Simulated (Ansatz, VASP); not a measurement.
## Two plane-wave programs on CsPbCl3

POSCAR

```
CsPbCl3
1.0
    5.6050000000      0.0000000000      0.0000000000
    0.0000000000      5.6050000000      0.0000000000
    0.0000000000      0.0000000000      5.6050000000
Pb Cs Cl
1 1 3
Direct
    0.5000000000      0.5000000000      0.5000000000
    0.0000000000      0.0000000000      0.0000000000
    0.5000000000      0.0000000000      0.5000000000
    0.0000000000      0.5000000000      0.5000000000
    0.5000000000      0.5000000000      0.0000000000
```

The input INCAR.step1:

```
SYSTEM = CsPbCl3
PREC     = Accurate       ! precision mode
ENCUT    = 600            ! plane-wave cutoff, eV
ISMEAR   = -1             ! smearing method
SIGMA    = 0.05           ! smearing width, eV
LREAL    = .FALSE.        ! projectors in reciprocal space
LASPH    = .TRUE.         ! aspherical terms in the spheres
NELM     = 100            ! most SCF steps
GGA      = PE             ! functional
ALGO     = Normal         ! electronic algorithm
EDIFF    = 1E-4           ! SCF threshold, eV
LWAVE    = .TRUE.         ! write WAVECAR
LCHARG   = .FALSE.        ! write CHGCAR
```

The input INCAR.step2:

```
SYSTEM = CsPbCl3
PREC     = Accurate       ! precision mode
ENCUT    = 600            ! plane-wave cutoff, eV
EDIFF    = 1E-6           ! SCF threshold, eV
ISMEAR   = -1             ! smearing method
SIGMA    = 0.05           ! smearing width, eV
LREAL    = .FALSE.        ! projectors in reciprocal space
LASPH    = .TRUE.         ! aspherical terms in the spheres
NELM     = 100            ! most SCF steps
ALGO     = Normal         ! electronic algorithm
ISIF     = 3              ! what is computed and relaxed
LWAVE    = .FALSE.        ! write WAVECAR
LCHARG   = .FALSE.        ! write CHGCAR
METAGGA  = R2SCAN         ! meta-GGA
LMIXTAU  = .TRUE.       
IVDW     = 12             ! dispersion correction
VDW_S6   = 1.0          
VDW_S8   = 0.78981345   
VDW_A1   = 0.49484001   
VDW_A2   = 5.73083694   
IBRION   = 2              ! ionic algorithm
NSW      = 60             ! ionic steps
EDIFFG   = -0.01          ! ionic threshold
ISTART   = 1
```

Contents of KPOINTS:

```
Automatic mesh
0
G
  5 5 5
  0 0 0
```

The input input.yaml:

```yaml
crystal:
  lattice:
    - [5.605, 0.0, 0.0]
    - [0.0, 5.605, 0.0]
    - [0.0, 0.0, 5.605]
  atoms:
    - { symbol: Pb, position: [0.5, 0.5, 0.5] }
    - { symbol: Cs, position: [0.0, 0.0, 0.0] }
    - { symbol: Cl, position: [0.5, 0.0, 0.5] }
    - { symbol: Cl, position: [0.0, 0.5, 0.5] }
    - { symbol: Cl, position: [0.5, 0.5, 0.0] }
hamiltonian:
  xc: r2scan
  pseudopotentials: { kind: paw }
  dispersion: d3bj
kpoints:
  mp_grid: { grid: [5, 5, 5] }
scf:
  occupations: { method: fermi_dirac, width: 0.05 }
output:
  forces: true
  stress: true
  eigenvalues: true
relax:
  f_tol: 0.01
  max_steps: 40
  cell: { stress_tol: 0.05 }
```

Alike in both runs: task relaxation of cell and atoms; functional r2SCAN; dispersion D3(BJ); k mesh 5 × 5 × 5; occupations fermi-dirac, width 0.05 eV; no spin polarisation.

```csv
,VASP,Ansatz
version,VASP 6.6.1,Ansatz 0.2.0
potentials or method,"VASP PAW PBE potentials, release 64 (Pb_d, Cs_sv, Cl)",Ansatz PAW
plane-wave cutoff (eV),600,500
valence electrons in the cell,44,44
```

Ansatz gave:

| Quantity | Value |
| --- | --- |
| gap on the k mesh at the Fermi level, each at its own relaxed structure (eV) | 3.35 |
| relaxed volume (Å³/atom) | 35.90 |
| relaxed length of the cell vector where the two differ most in proportion (Å) | 5.641 |

Estimate VASP's values.

gap on the k mesh at the Fermi level, each at its own relaxed structure (eV): 3.37; relaxed volume (Å³/atom): 35.91; relaxed length of the cell vector where the two differ most in proportion (Å): 5.642.

VASP's potentials were made for PBE, not for r2SCAN.

Spin-orbit coupling is off throughout. Noted on Ansatz's run: odd divisions of the mesh miss points on the zone boundary, where band edges often lie, so the gap on the mesh can be too wide; the plane-wave basis is chosen anew once the cell has moved, so the energies of steps on either side of that aren't comparable.
